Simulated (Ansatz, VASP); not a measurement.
## ZrC: VASP beside Ansatz

File INCAR:

```
SYSTEM = ZrC
ALGO = Normal
EDIFF = 1E-6
ENCUT = 520
GGA = PE
ISIF = 2
ISMEAR = 0
LASPH = .TRUE.
LCHARG = .FALSE.
LREAL = .FALSE.
LWAVE = .FALSE.
NBANDS = 15
NELM = 100
PREC = Accurate
SIGMA = 0.15
```

KPOINTS

```
k-points
0
G
  18 18 18
  0 0 0
```

File POSCAR:

```
ZrC
1.0
    0.0000000000      2.2562016000      2.1621932000
    2.2562016000      0.0000000000      2.1621932000
    2.2562016000      2.2562016000      0.0000000000
Zr C
1 1
Direct
    0.5000000000      0.5000000000      0.5000000000
    0.0000000000      0.0000000000      0.0000000000
```

Input for Ansatz:

```yaml
crystal:
  lattice:
    - [0.0, 2.2562016, 2.1621932]
    - [2.2562016, 0.0, 2.1621932]
    - [2.2562016, 2.2562016, 0.0]
  atoms:
    - { symbol: Zr, position: [0.5, 0.5, 0.5] }
    - { symbol: C, position: [0.0, 0.0, 0.0] }
basis:
  ecutwfc: 420
kpoints:
  mp_grid: { grid: [18, 18, 18] }
hamiltonian:
  xc: pbe
scf:
  occupations: { method: gaussian, width: 0.15 }
output:
  forces: true
  stress: true
  eigenvalues: true
```

Change from the starting cell: strain -0.040 along x and y, -0.080 along z, atoms carried along.

Alike in both runs: task single point; functional PBE; k mesh 18 × 18 × 18; occupations gaussian, width 0.15 eV; no spin polarisation.

```csv
,VASP,Ansatz
version,VASP 6.6.1,Ansatz 0.2.0
potentials or method,"VASP PAW PBE potentials, release 64 (Zr_sv, C), cutoff 520 eV","scalar-relativistic, plane waves, PAW"
valence electrons in the cell,16,16
```

VASP gave:

* gap on the k mesh at the Fermi level (eV): none
* pressure (GPa): 54.6
* traceless stress, the component that is largest in VASP (GPa): 20.38

Task: Which values does Ansatz return?

Result: gap on the k mesh at the Fermi level (eV): none; pressure (GPa): 54.3; traceless stress, the component that is largest in VASP (GPa): 20.34.

A gap of «none» marks a metal or a gap that the smearing closes. Both programs put the cell under a high pressure, so it lies far from rest at this level.
